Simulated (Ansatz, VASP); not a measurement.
## One calculation of AlNi, two programs

The input INCAR:

```
SYSTEM = AlNi
ALGO     = Normal         ! electronic algorithm
EDIFF    = 1E-7           ! SCF threshold, eV
EDIFFG   = -0.01          ! ionic threshold
ENCUT    = 600            ! plane-wave cutoff, eV
GGA      = PE             ! functional
GGA_COMPAT= .False.      
IBRION   = 2              ! ionic algorithm
ISIF     = 3              ! what is computed and relaxed
ISMEAR   = 0              ! smearing method
LASPH    = .True.         ! aspherical terms in the spheres
LCHARG   = .False.        ! write CHGCAR
LREAL    = .False.        ! projectors in reciprocal space
LWAVE    = .False.        ! write WAVECAR
NELM     = 120            ! most SCF steps
NELMIN   = 4            
NSW      = 100            ! ionic steps
PREC     = Accurate       ! precision mode
SIGMA    = 0.1            ! smearing width, eV
```

KPOINTS

```
k-points
0
Gamma
  18 18 18
  0 0 0
```

POSCAR

```
AlNi
1.0
    0.0000000000      2.6808142952      2.6808142952
    2.6808142952      0.0000000000      2.6808142952
    2.6808142952      2.6808142952      0.0000000000
Al Ni
1 1
Direct
    0.0000000000      0.0000000000      0.0000000000
    0.2500000000      0.2500000000      0.2500000000
```

Input for Ansatz:

```yaml
crystal:
  lattice:
    - [0.0, 2.6808142952, 2.6808142952]
    - [2.6808142952, 0.0, 2.6808142952]
    - [2.6808142952, 2.6808142952, 0.0]
  atoms:
    - { symbol: Al, position: [0.0, 0.0, 0.0] }
    - { symbol: Ni, position: [0.25, 0.25, 0.25] }
basis:
  ecutwfc: 420
kpoints:
  mp_grid: { grid: [18, 18, 18] }
hamiltonian:
  xc: pbe
scf:
  occupations: { method: gaussian, width: 0.1 }
output:
  forces: true
  stress: true
  eigenvalues: true
relax:
  adjacent_minimum: "off"
  f_tol: 0.01
  max_steps: 80
  cell: { stress_tol: 0.05 }
```

Alike in both runs: task relaxation of cell and atoms; functional PBE; k mesh 18 × 18 × 18; occupations gaussian, width 0.1 eV; no spin polarisation.

|  | VASP | Ansatz |
| --- | --- | --- |
| version | VASP 6.6.1 | Ansatz 0.2.0 |
| potentials or method | VASP PAW PBE potentials, release 64 (Al, Ni), cutoff 600 eV | scalar-relativistic, plane waves, PAW |
| valence electrons in the cell | 13 | 21 |

VASP gave:

| Property | Result |
| --- | --- |
| gap on the k mesh at the Fermi level, each at its own relaxed structure (eV) | none |
| relaxed volume (Å³/atom) | 19.22 |
| relaxed cell length with the largest relative difference (Å) | 3.788 |

Estimate Ansatz's values.

gap on the k mesh at the Fermi level, each at its own relaxed structure (eV): none; relaxed volume (Å³/atom): 19.23; relaxed cell length with the largest relative difference (Å): 3.789.

A gap of «none» marks a metal or a gap that the smearing closes. VASP's potentials hold 13 valence electrons a cell and Ansatz's 21, so a difference there can come from the potentials and not from the codes.
